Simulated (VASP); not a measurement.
Crystal: Sc3B2N.

```
Sc B N
1.0
     3.21048    0.00000    0.00000
     0.00000    3.21048    0.00000
     0.00000    0.00000    7.82617
Sc B N
3 2 1
Direct
  0.00000 0.00000 0.67095
  0.00000 0.00000 0.32576
  0.50000 0.50000 0.83418
  0.00000 0.00000 0.00948
  0.50000 0.50000 0.49382
  0.50000 0.50000 0.16581
```

```yaml
Program: VASP 6.6.1
Task: relaxation of cell and atoms
Functional: PBE
Potentials_or_basis: VASP PAW PBE potentials, release 64 (Sc_sv, B, N)
Cutoff: 600 eV
k_mesh: 6 × 6 × 2
Occupations: gaussian, width 0.1 eV
Spin: no spin polarisation
```

At the start: pressure -0.1 GPa; volume 13.44 Å³/atom.

Q: Where does the relaxation end?

A: Over 31 steps the energy falls by 1369.7 meV/atom and the volume is 13.96 Å³/atom (+3.9 %); space group P4mm (No. 99, to 0.05 Å).

Step by step:
```
step  energy change (eV)  largest force (eV/Å)  pressure (GPa)  volume (Å³)
   1              0.0000                4.3265           -0.12        80.67
   2             -1.8312                3.9580           -0.02        80.49
   3             -0.2879               13.2072           26.56        79.20
   4             -2.6230                3.5742            1.14        80.27
   5             -3.1413                5.9562            8.20        79.81
   6             -3.1983                4.8825            5.36        79.96
   7             -4.3977                3.5778            1.91        83.04
   8             -5.1288                4.2855           -0.40        87.30
   9             -6.1391                2.2091           -6.15        89.05
  10             -6.1874                2.3079           -6.75        89.50
  11             -6.6573                3.0908           -0.44        83.44
  12             -6.8180                3.5616           18.01        73.62
  13             -6.8881                3.6772            8.86        77.58
  14             -7.1288                3.5802           10.17        76.72
  15             -7.4056                2.5719           18.95        74.19
  16             -7.4297                2.4114           14.08        75.26
  17             -7.4588                2.3334           15.62        74.87
  18             -7.7732                1.8489           11.33        77.06
  19             -7.9762                3.2792            5.96        81.10
  20             -8.1372                1.1021            0.25        83.59
  21             -8.1480                0.5443           -1.52        84.49
  22             -8.1657                0.4809           -1.19        84.22
  23             -8.2023                0.3786           -0.07        83.44
  24             -8.1796                0.6983            2.80        81.88
  25             -8.2104                0.3219            0.74        82.95
  26             -8.2106                0.3121            0.89        82.86
  27             -8.2157                0.1046            0.51        83.28
  28             -8.2172                0.1438            0.18        83.66
  29             -8.2180                0.0884           -0.36        83.94
  30             -8.2181                0.0638           -0.23        83.87
  31             -8.2185                0.0255           -0.06        83.77
```

Final structure:
```cif
data_structure
_symmetry_space_group_name_H-M 'P 1'
_symmetry_Int_Tables_number 1
_cell_length_a 3.3016
_cell_length_b 3.3016
_cell_length_c 7.6851
_cell_angle_alpha 90.000
_cell_angle_beta 90.000
_cell_angle_gamma 90.000
_cell_volume 83.77
loop_
_atom_site_label
_atom_site_type_symbol
_atom_site_fract_x
_atom_site_fract_y
_atom_site_fract_z
_atom_site_occupancy
Sc1 Sc 0.00000 0.00000 0.63780 1
Sc2 Sc 0.00000 0.00000 0.25796 1
Sc3 Sc 0.50000 0.50000 0.96916 1
B1 B 0.00000 0.00000 0.93645 1
B2 B 0.50000 0.50000 0.44290 1
N1 N 0.50000 0.50000 0.25572 1
```

Caveat: the k points lie up to 0.41 Å⁻¹ apart in the final cell.
